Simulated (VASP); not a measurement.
# As in VASP: settings compared, part 4 of 4

VASP 6.6.1.

### Step 6. Single point, PBEsol

This run uses another cell than the first one, of 19.76 Å³/atom, 0.962 times its volume.

INCAR reads:

```
  PREC = Accurate
  ENCUT = 500
  EDIFF = 1E-6
  ISMEAR = -1
  SIGMA = 0.05
  LREAL = F
  LASPH = T
  NELM = 120
  ALGO = Normal
  ISIF = 2
  LWAVE = F
  LCHARG = T
  GGA = PS
  LELF = T
  LVHAR = T
  NBANDS = 8
  GGA_COMPAT = F
```

KPOINTS reads:

```
Automatic mesh
0
Gamma
  10 10 10
```

POSCAR reads:

```
As
1.0
    2.7594336253      0.0000000000      0.0000000000
    0.0000000000      2.7594336253      0.0000000000
    0.0000000000      0.0000000000      2.5955344746
As
1
Direct
    0.5000000000      0.5000000000      0.5000000000
```

Potentials or basis: VASP PAW PBE potentials, release 64 (As).

The run is started by

```bash
$ cat potpaw_PBE.64/As/POTCAR > POTCAR
$ mpirun -np 1 vasp_std > vasp.out
```

OUTCAR:

```text
PREC = Accurate
   ENCUT = 500
   EDIFF = 1E-6
   ISMEAR = -1
   LREAL = F
   LASPH = T
   NELM = 120
   ISIF = 2
   GGA = PS

 ion  position               nearest neighbor table
   1  0.500  0.500  0.500-

  LATTYP: Found a simple tetragonal cell.
 ALAT       =     2.7594336253
 C/A-ratio  =     0.9406040612

  Lattice vectors:

 A1 = (   2.7594336253,   0.0000000000,   0.0000000000)
 A2 = (   0.0000000000,   2.7594336253,   0.0000000000)
 A3 = (   0.0000000000,   0.0000000000,   2.5955344746)

Analysis of symmetry for initial positions (statically):
=====================================================================
 Subroutine PRICEL returns:
 Original cell was already a primitive cell.

 Routine SETGRP: Setting up the symmetry group for a
 simple tetragonal supercell.

 Subroutine GETGRP returns: Found 16 space group operations
 (whereof 16 operations were pure point group operations)
 out of a pool of 16 trial point group operations.

The static configuration has the point symmetry D_4h.

Analysis of symmetry for dynamics (positions and initial velocities):
=====================================================================
 Subroutine PRICEL returns:
 Original cell was already a primitive cell.

 Routine SETGRP: Setting up the symmetry group for a
 simple tetragonal supercell.

 Subroutine GETGRP returns: Found 16 space group operations
 (whereof 16 operations were pure point group operations)
 out of a pool of 16 trial point group operations.

The dynamic configuration has the point symmetry D_4h.

 Subroutine INISYM returns: Found 16 space group operations
 (whereof 16 operations are pure point group operations),
 and found     1 'primitive' translations

----------------------------------------------------------------------------------------

                                     Primitive cell

  volume of cell :      19.7636

  direct lattice vectors                    reciprocal lattice vectors
[... 95 lines left out ...]
   PSTRESS=    0.0 pullay stress
   NELECT =       5.0000    total number of electrons
   NUPDOWN=      -1.0000    fix difference up-down
   EMIN   =  10.00;   EMAX   =-10.00  energy-range for DOS
[... 5 lines left out ...]
     AMIX     =   0.40;   BMIX     =  1.00
     AMIX_MAG =   1.60;   BMIX_MAG =  1.00
  volume/ion in A,a.u.               =      19.76       133.37
  Fermi-wavevector in a.u.,A,eV,Ry     =   1.035403  1.956627 14.586243  1.072059
  Thomas-Fermi vector in A             =   2.169744
   LORBIT       =      0    0 simple, 1 ext, 2 COOP (PROOUT), +10 PAW based schemes
   GGA     = PS    functional components
   LHFCALC =     F    Hartree Fock is set to
   AEXX    =    0.0000 exact exchange contribution
   IVDW    =     0    specifies the selected vdW correction
   LEPSILON=     F    determine dielectric tensor
   LRPA    =     F    only Hartree local field effects (RPA)
 non-spin polarized calculation
  energy-cutoff  :      500.00
  volume of cell :       19.76
 maximum number of plane-waves:       520
   NGX = 11   NGY = 11   NGZ =  9

 number of electron       4.9999999 magnetization

 Free energy of the ion-electron system (eV)
  ---------------------------------------------------
  ext. energy  EPLUGINS =         0.00000000
  ---------------------------------------------------
  free energy    TOTEN  =        -5.01896032 eV

  energy without entropy =       -5.01587149  energy(sigma->0) =       -5.01741590

 E-fermi :   5.7643     XC(G=0): -10.5517

 val. band max:        5.7011906558   @ k =   0.3000   0.2000   0.5000
 cond. band min:       5.7803849442   @ k =   0.1000   0.0000   0.2000
 fundamental gap:      0.0791942884
 Fermi energy:         5.7642936803

 k-point     1 :       0.0000    0.0000    0.0000
  band No.  band energies     occupation
      1      -9.2160      2.00000
      2       9.2439      0.00000
      3       9.2439      0.00000
      4      11.4308      0.00000
      5      13.8336      0.00000
      6      14.1827      0.00000
      7      16.8866      0.00000
      8      29.5880      0.00000
[... 243 lines left out ...]
 k-point    24 :       0.2000    0.0000    0.1000
  band No.  band energies     occupation
      1      -8.3307      2.00000
      2       4.6261      2.00000
      3       9.6891      0.00000
      4      10.0076      0.00000
      5      15.0694      0.00000
      6      19.4540      0.00000
      7      20.2963      0.00000
      8      24.0687      0.00000

 [... further k-points ...]
[... 5 lines left out ...]
  --------------------------------------------------------------------------------------
  -------------------------------------------------------------------------------------
  Total       -0.5058469     -0.5058469      0.8339990      0.0000000     -0.0000000      0.0000000
  in kB      -41.0074701    -41.0074701     67.6097620      0.0000000     -0.0000000      0.0000000
  external PRESSURE =      -4.8017260 kB  Pullay stress =       0.0000000 kB

 VOLUME and BASIS-vectors are now :
 -----------------------------------------------------------------------------
  energy-cutoff  :      500.00
  volume of cell :       19.76
      direct lattice vectors                 reciprocal lattice vectors
     2.759433625  0.000000000  0.000000000     0.362393207  0.000000000  0.000000000
     0.000000000  2.759433625  0.000000000     0.000000000  0.362393207  0.000000000
     0.000000000  0.000000000  2.595534475     0.000000000  0.000000000  0.385277102

 POSITION                                       TOTAL-FORCE (eV/Angst)
 -----------------------------------------------------------------------------------
      1.37972      1.37972      1.29777         0.000000      0.000000      0.000000
 -----------------------------------------------------------------------------------
    total drift:                                0.000000     -0.000000      0.000000

  FREE ENERGIE OF THE ION-ELECTRON SYSTEM (eV)
  ---------------------------------------------------
  free  energy   TOTEN  =        -5.0189603173 eV

  energy  without entropy=       -5.0158714870  energy(sigma->0) =       -5.01741590
```

It took 4.7 s on 1 thread of Intel Xeon 6975P-C (Granite Rapids), shared host; peak memory 0.13 GiB.

What came out:

```yaml
Free_energy: -5.0190 eV
Pressure: -0.5 GPa
```

Stress tensor (GPa, compression positive):
```
-4.10  0.00  0.00
 0.00 -4.10  0.00
 0.00  0.00  6.76
```

Caveat: the PAW data sets were made with another functional, which shifts forces and pressure a little.

### Step 7. Summary

| level | potentials or basis | cell | k mesh | cutoff (eV) | smearing | second run | gap on the mesh (eV) | pressure (GPa) |
| --- | --- | --- | --- | --- | --- | --- | --- | --- |
| LDA | VASP PAW LDA potentials, release 64 (As_d) | a = 2.739 Å, 1 atom | 10 × 10 × 10 | 600 | fermi-dirac 0.05 eV | valence_matched | none | -5.8 |
| LDA | VASP PAW LDA potentials, release 64 (As_d) | a = 2.757 Å, 1 atom | 10 × 10 × 10 | 600 | fermi-dirac 0.05 eV | valence_matched | none | -7.1 |
| PBE | VASP PAW PBE potentials, release 64 (As) | a = 2.704 Å, 1 atom | 6 × 6 × 6 | 500 | fermi-dirac 0.03 eV | - | none | 2.5 |
| r2SCAN | VASP PAW PBE potentials, release 64 (As) | a = 2.591 Å, 1 atom | 10 × 10 × 10 | 550 | gaussian 0.1 eV | - | none | 15.5 |
| PBEsol | VASP PAW PBE potentials, release 64 (As) | a = 2.759, b = 2.759, c = 2.596 Å, 1 atom | 10 × 10 × 10 | 500 | fermi-dirac 0.05 eV | - | none | -0.5 |

Alike in all rows: task single point; no spin polarisation.

Caveats: some runs use coarse meshes; the PAW data sets were made with another functional, which shifts forces and pressure a little (some runs).

Absolute energies hang on the potentials; compare differences alone.
